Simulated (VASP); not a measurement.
# TiO2 (P4_2/mnm) in VASP: further runs

TiO2 is run at these levels: LDA; tasks: single point, relaxation of the atoms.

All numbers are computed with VASP 6.6.1; they aren't measurements. Logs are shortened: lines on timing, memory, paths and dates and some standing lists are left out, and cuts for length are marked.

### Step 1. The cell of the first run

The structure is tetragonal, space group P4_2/mnm (No. 136). Conventional cell: a = 4.592 Å, b = 4.592 Å, c = 2.957 Å, α = 90.00°, β = 90.00°, γ = 90.00°. Ti (site symmetry mmm) has 6 O at 1.95 to 1.98 Å within 2.6 Å. Within 2.6 Å of O (site symmetry m2m) lie 3 Ti at 1.95 to 1.98 Å and 1 O at 2.53 Å.

### Step 2. Single point, LDA

Contents of INCAR:

```
SYSTEM = TiO2
PREC     = Accurate       ! precision mode
ENCUT    = 520            ! plane-wave cutoff, eV
EDIFF    = 1E-6           ! SCF threshold, eV
ISMEAR   = 0              ! smearing method
SIGMA    = 0.01           ! smearing width, eV
LREAL    = .False.        ! projectors in reciprocal space
LASPH    = .True.         ! aspherical terms in the spheres
NELM     = 80             ! most SCF steps
ALGO     = Normal         ! electronic algorithm
ISIF     = 2              ! what is computed and relaxed
LWAVE    = .False.        ! write WAVECAR
LCHARG   = .False.        ! write CHGCAR
GGA      = CA             ! functional
NBANDS   = 33             ! bands
```

Contents of KPOINTS:

```
Automatic mesh
0
Gamma
  5 5 7
  0 0 0
```

Contents of POSCAR:

```
TiO2
1.0
    4.5922000000      0.0000000000      0.0000000000
    0.0000000000      4.5922000000      0.0000000000
    0.0000000000      0.0000000000      2.9574000000
Ti O
2 4
Direct
    0.0000000000      0.0000000000      0.0000000000
    0.5000000000      0.5000000000      0.5000000000
    0.3052238872      0.3052238872      0.0000000000
    0.1947761128      0.8052238872      0.5000000000
    0.6947761128      0.6947761128      0.0000000000
    0.8052238872      0.1947761128      0.5000000000
```

Potentials or basis: VASP PAW LDA potentials, release 64 (Ti_sv, O).

Command:

```bash
> cat potpaw_LDA.64/Ti_sv/POTCAR potpaw_LDA.64/O/POTCAR > POTCAR
> mpirun -np 1 vasp_std > vasp.out
```

OUTCAR:

```text
SYSTEM = TiO2
   PREC = Accurate
   ENCUT = 520
   EDIFF = 1E-6
   ISMEAR = 0
   LREAL = .False.
   LASPH = .True.
   NELM = 80
   ISIF = 2
   GGA = CA

 ion  position               nearest neighbor table
   1  0.000  0.000  0.000-   4 1.95   6 1.95   4 1.95   6 1.95   5 1.98   3 1.98
   2  0.500  0.500  0.500-   3 1.95   5 1.95   3 1.95   5 1.95   4 1.98   6 1.98
   3  0.305  0.305  0.000-   2 1.95   2 1.95   1 1.98
   4  0.195  0.805  0.500-   1 1.95   1 1.95   2 1.98
   5  0.695  0.695  0.000-   2 1.95   2 1.95   1 1.98
   6  0.805  0.195  0.500-   1 1.95   1 1.95   2 1.98

  LATTYP: Found a simple tetragonal cell.
 ALAT       =     4.5922000000
 C/A-ratio  =     0.6440050520

  Lattice vectors:

 A1 = (   4.5922000000,   0.0000000000,   0.0000000000)
 A2 = (   0.0000000000,   4.5922000000,   0.0000000000)
 A3 = (   0.0000000000,   0.0000000000,   2.9574000000)

Analysis of symmetry for initial positions (statically):
=====================================================================
 Subroutine PRICEL returns:
 Original cell was already a primitive cell.

 Routine SETGRP: Setting up the symmetry group for a
 simple tetragonal supercell.

 Subroutine GETGRP returns: Found 16 space group operations
 (whereof  8 operations were pure point group operations)
 out of a pool of 16 trial point group operations.

The static configuration has the point symmetry D_2h.
 The point group associated with its full space group is D_4h.

Analysis of symmetry for dynamics (positions and initial velocities):
=====================================================================
 Subroutine PRICEL returns:
 Original cell was already a primitive cell.

 Routine SETGRP: Setting up the symmetry group for a
 simple tetragonal supercell.

 Subroutine GETGRP returns: Found 16 space group operations
 (whereof  8 operations were pure point group operations)
 out of a pool of 16 trial point group operations.

The dynamic configuration has the point symmetry D_2h.
 The point group associated with its full space group is D_4h.

 Subroutine INISYM returns: Found 16 space group operations
 (whereof  8 operations are pure point group operations),
 and found     1 'primitive' translations

----------------------------------------------------------------------------------------

                                     Primitive cell

[... 98 lines left out ...]
   LREAL  =      F    real-space projection
   EDIFFG = 0.1E-04   stopping-criterion for IOM
   NSW    =      0    number of steps for IOM
   IBRION =     -1    ionic relax: 0-MD 1-quasi-New 2-CG
   NFREE  =      0    steps in history (QN), initial steepest desc. (CG)
   ISIF   =      2    stress and relaxation
   ISYM   =      2    0-nonsym 1-usesym 2-fastsym
   POTIM  = 0.5000    time-step for ionic-motion
   TEBEG  =    0.0;   TEEND  =   0.0 temperature during run
   PSTRESS=    0.0 pullay stress
   NELECT =      48.0000    total number of electrons
   NUPDOWN=      -1.0000    fix difference up-down
   EMIN   =  10.00;   EMAX   =-10.00  energy-range for DOS
   EFERMI =   0.00;   METHOD = LEGACY
   ISMEAR =     0;   SIGMA  =   0.01  broadening in eV -4-tet -1-fermi 0-gaus
   EFERMI_NEDOS =   21; number of points for ismear=-14 and -15
   IALGO  =     38    algorithm
   IMIX   =      4    mixing-type and parameters
     AMIX     =   0.40;   BMIX     =  1.00
     AMIX_MAG =   1.60;   BMIX_MAG =  1.00
  volume/ion in A,a.u.               =      10.39        70.15
  Fermi-wavevector in a.u.,A,eV,Ry     =   1.500277  2.835112 30.624403  2.250830
  Thomas-Fermi vector in A             =   2.611798
   LORBIT       =      0    0 simple, 1 ext, 2 COOP (PROOUT), +10 PAW based schemes
   GGA     = CA    functional components
   LHFCALC =     F    Hartree Fock is set to
   AEXX    =    0.0000 exact exchange contribution
   IVDW    =     0    specifies the selected vdW correction
   LEPSILON=     F    determine dielectric tensor
   LRPA    =     F    only Hartree local field effects (RPA)
 non-spin polarized calculation
 Gauss-broadening in eV      SIGMA  =   0.01
  energy-cutoff  :      520.00
  volume of cell :       62.37
 maximum number of plane-waves:      1697
 NGX is ok and might be reduce to    36
   NGX = 17   NGY = 17   NGZ = 11

 number of electron      48.0000022 magnetization

 Free energy of the ion-electron system (eV)
  ---------------------------------------------------
  ext. energy  EPLUGINS =         0.00000000
  ---------------------------------------------------
  free energy    TOTEN  =       -58.74235214 eV

  energy without entropy =      -58.74235214  energy(sigma->0) =      -58.74235214

 E-fermi :   4.7587     XC(G=0): -11.9967

 val. band max:        4.5592462940   @ k =   0.0000   0.0000   0.0000
 cond. band min:       6.3539224434   @ k =   0.0000   0.0000   0.0000
 fundamental gap:      1.7946761494
 Fermi energy:         4.7587179466

 k-point     1 :       0.0000    0.0000    0.0000
  band No.  band energies     occupation
      1     -51.6129      2.00000
      2     -51.5942      2.00000
      3     -28.3238      2.00000
      4     -28.3238      2.00000
      5     -28.1516      2.00000
      6     -28.1516      2.00000
[... 853 lines left out ...]
     32      10.5182      0.00000
     33      10.6050      0.00000

------------------------ aborting loop because EDIFF is reached ----------------------------------------

  FORCE on cell =-STRESS in cart. coord.  units (eV):
  Direction    XX          YY          ZZ          XY          YZ          ZX
  --------------------------------------------------------------------------------------
  -------------------------------------------------------------------------------------
  Total       -2.2655605     -2.2655605     -3.3055722      0.0000000      0.0000000      0.0000000
  in kB      -58.2015557    -58.2015557    -84.9191371      0.0000000      0.0000000      0.0000000
  external PRESSURE =     -67.1074162 kB  Pullay stress =       0.0000000 kB

 VOLUME and BASIS-vectors are now :
 -----------------------------------------------------------------------------
  energy-cutoff  :      520.00
  volume of cell :       62.37
      direct lattice vectors                 reciprocal lattice vectors
     4.592200000  0.000000000  0.000000000     0.217760550  0.000000000  0.000000000
     0.000000000  4.592200000  0.000000000     0.000000000  0.217760550  0.000000000
     0.000000000  0.000000000  2.957400000     0.000000000  0.000000000  0.338134848

 POSITION                                       TOTAL-FORCE (eV/Angst)
 -----------------------------------------------------------------------------------
      0.00000      0.00000      0.00000         0.000000      0.000000      0.000000
      2.29610      2.29610      1.47870         0.000000      0.000000      0.000000
      1.40165      1.40165      0.00000        -0.026585     -0.026585     -0.000000
      0.89445      3.69775      1.47870         0.026585     -0.026585      0.000000
      3.19055      3.19055      0.00000         0.026585      0.026585      0.000000
      3.69775      0.89445      1.47870        -0.026585      0.026585      0.000000
 -----------------------------------------------------------------------------------
    total drift:                                0.000000      0.000000      0.000000

  FREE ENERGIE OF THE ION-ELECTRON SYSTEM (eV)
  ---------------------------------------------------
  free  energy   TOTEN  =       -58.7423521351 eV

  energy  without entropy=      -58.7423521351  energy(sigma->0) =      -58.74235214
```

Run time: 59 s. Hardware: 1 thread of Intel Xeon Platinum 8488C (Sapphire Rapids), shared host; peak memory 0.17 GiB.

Results:

```
Free energy            : -58.7424 eV
Pressure               : -6.7 GPa
Largest force          : 0.038 eV/Å
Band gap on the k mesh : 1.79 eV
```

Forces in eV/Å, atoms in the order of the input:
```
Ti   0.000  0.000  0.000
Ti   0.000  0.000  0.000
O   -0.027 -0.027  0.000
O    0.027 -0.027  0.000
O    0.027  0.027  0.000
O   -0.027  0.027  0.000
```

Stress tensor (GPa, compression positive):
```
-5.82  0.00  0.00
 0.00 -5.82  0.00
 0.00  0.00 -8.49
```

Caveat: the cell stands under tension. Expect the measured gap to be larger: semilocal functionals such as LDA lack the derivative discontinuity.

### Step 3. Relaxation of the atoms, LDA

Contents of INCAR:

```
SYSTEM = TiO2
PREC = Accurate ; ENCUT = 520
EDIFF = 1E-7 ; ISMEAR = 0
SIGMA = 0.01 ; LREAL = .False.
LASPH = .True. ; NELM = 80
ALGO = Normal ; ISIF = 2
LWAVE = .False. ; LCHARG = .False.
IBRION = 2 ; NSW = 80
EDIFFG = -0.004
```

KPOINTS is that of step 2.

Contents of POSCAR:

```
TiO2
1.0
    4.5922000000      0.0000000000      0.0000000000
    0.0000000000      4.5922000000      0.0000000000
    0.0000000000      0.0000000000      2.9574000000
Ti O
2 4
Direct
    0.0000000000      0.0000000000      0.0000000000
    0.5000000000      0.5000000000      0.5000000000
    0.3049600000      0.3049600000      0.0000000000
    0.1950400000      0.8049600000      0.5000000000
    0.6950400000      0.6950400000      0.0000000000
    0.8049600000      0.1950400000      0.5000000000
```

Potentials or basis: VASP PAW LDA potentials, release 64 (Ti_sv, O).

Command:

```bash
> cat potpaw_LDA.64/Ti_sv/POTCAR potpaw_LDA.64/O/POTCAR > POTCAR
> mpirun -np 1 vasp_std > vasp.out
```

It took 53 s on 1 thread of Intel Xeon Platinum 8488C (Sapphire Rapids), shared host; peak memory 0.17 GiB.

It converged, with:

```yaml
Free_energy: -58.7425 eV
Pressure_after_relaxing: -6.8 GPa
Largest_force_after_relaxing: 0.003 eV/Å
Band_gap_on_the_k_mesh: 1.78 eV
```

Forces on the atoms (eV/Å):
```
Ti   0.000  0.000  0.000
Ti   0.000  0.000  0.000
O   -0.002 -0.002  0.000
O    0.002 -0.002  0.000
O    0.002  0.002  0.000
O   -0.002  0.002  0.000
```

Stress tensor (GPa, compression positive):
```
-5.87  0.00  0.00
 0.00 -5.87  0.00
 0.00  0.00 -8.56
```

Final structure:
```
Ti O
1.0
     4.59220    0.00000    0.00000
     0.00000    4.59220    0.00000
     0.00000    0.00000    2.95740
Ti O
2 4
Direct
  0.00000 0.00000 0.00000
  0.50000 0.50000 0.50000
  0.30496 0.30496 0.00000
  0.19504 0.80496 0.50000
  0.69504 0.69504 0.00000
  0.80496 0.19504 0.50000
```

Levels at points of the mesh, in eV from the valence-band top:
```csv
k point,band 21,band 22,band 23,band 24,band 25,band 26,band 27,band 28
"(0.00, 0.00, 0.00)",-0.70,-0.45,-0.45,0.00,1.78,2.08,2.33,2.42
```

Caveat: the relaxation stopped at its first step, so nothing moved.
